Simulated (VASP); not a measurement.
Write the native input for VASP 6.6.1 that does the following.

- Task: single point
- Functional: r2SCAN
- Potentials or basis: VASP PAW PBE potentials, release 64 (Rb_sv, Br)
- Cutoff: 520 eV
- k mesh: 6 × 6 × 6
- Occupations: gaussian, width 0.01 eV
- Spin: no spin polarisation
- Dipole correction: no
- Further INCAR settings: ALGO = Normal; EDIFF = 1e-06; NBANDS = 15

The system is RbBr.

```xyz
2
Lattice="0.0844 3.9539 3.9539 3.9539 0.0844 3.9539 3.9539 3.9539 0.0844" Properties=species:S:1:pos:R:3 pbc="T T T"
Rb    0.0190    0.0190    0.0190
Br    1.9790    1.9790    1.9790
```

This cell differs from its parent crystal: strain along [111] +3.3%.

The input as run:

POSCAR

```
RbBr
1.0
    0.0843550316      3.9538518963      3.9538518963
    3.9538518963      0.0843550316      3.9538518963
    3.9538518963      3.9538518963      0.0843550316
Rb Br
1 1
Direct
    0.0023747753      0.0023747753      0.0023747753
    0.2476252247      0.2476252247      0.2476252247
```

INCAR.step1

```
PREC = Accurate
ENCUT = 520
ISMEAR = 0
SIGMA = 0.01
LREAL = F
LASPH = T
NELM = 100
NBANDS = 15
GGA = PE
ALGO = Normal
EDIFF = 1E-4
LWAVE = T
LCHARG = F
```

INCAR.step2

```
PREC = Accurate
ENCUT = 520
EDIFF = 1E-6
ISMEAR = 0
SIGMA = 0.01
LREAL = F
LASPH = T
NELM = 100
ALGO = Normal
ISIF = 2
LWAVE = F
LCHARG = T
METAGGA = R2SCAN
LMIXTAU = T
LELF = T
LVHAR = T
NBANDS = 15
ISTART = 1
```

KPOINTS

```
regular mesh
0
Gamma
  6 6 6
```

Potentials or basis: VASP PAW PBE potentials, release 64 (Rb_sv, Br).

Run with:

```sh
$ cat potpaw_PBE.64/Rb_sv/POTCAR potpaw_PBE.64/Br/POTCAR > POTCAR
$ cp INCAR.step1 INCAR
$ mpirun -np 1 vasp_std > vasp.out
$ cp INCAR.step2 INCAR
$ mpirun -np 1 vasp_std > vasp.out
```

Results of the run:

The pressure is -0.3 GPa, the largest force is 0.004 eV/Å and the band gap on the k mesh is 4.60 eV (least direct gap 4.67 eV).

Caveat: the cell differs from its parent crystal (strain along [111] +3.3%); the PAW data sets were made with another functional, which shifts forces and pressure a little.

Wall time 110 s on 1 thread of Intel(R) Xeon(R) 6975P-C (Granite Rapids), with other jobs on the host, peak memory 0.31 GiB.
